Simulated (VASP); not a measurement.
A run of VASP 6.6.1:

File INCAR:

```
  PREC = Accurate
  ENCUT = 520
  EDIFF = 1E-6
  ISMEAR = -1
  SIGMA = 0.1
  LREAL = F
  LASPH = T
  NELM = 80
  ALGO = Normal
  ISIF = 2
  LWAVE = F
  LCHARG = F
  GGA = PE
  NBANDS = 18
```

Contents of KPOINTS:

```
regular mesh
0
Gamma
  11 11 11
```

Contents of POSCAR:

```
HfO2
1.0
    0.0000000000      2.4615295112      2.4615295112
    2.4615295112      0.0000000000      2.4615295112
    2.4615295112      2.4615295112      0.0000000000
Hf O
1 2
Direct
    0.0000000000      0.0000000000      0.0000000000
    0.2500000000      0.2500000000      0.2500000000
    0.7500000000      0.7500000000      0.7500000000
```

Potentials or basis: VASP PAW PBE potentials, release 64 (Hf_pv, O).

The run is started by

```console
$ cat potpaw_PBE.64/Hf_pv/POTCAR potpaw_PBE.64/O/POTCAR > POTCAR
$ mpirun -np 1 vasp_std > vasp.out
```

Hardware: 1 thread of Intel(R) Xeon(R) Platinum 8375C CPU @ 2.90GHz (Ice Lake), on a shared host.

Estimate the wall time of this run.

It took 33 s on 1 thread of Intel(R) Xeon(R) Platinum 8375C CPU @ 2.90GHz (Ice Lake), on a shared host, peak memory 0.17 GiB. Counts: scf iterations 13, k points 56.
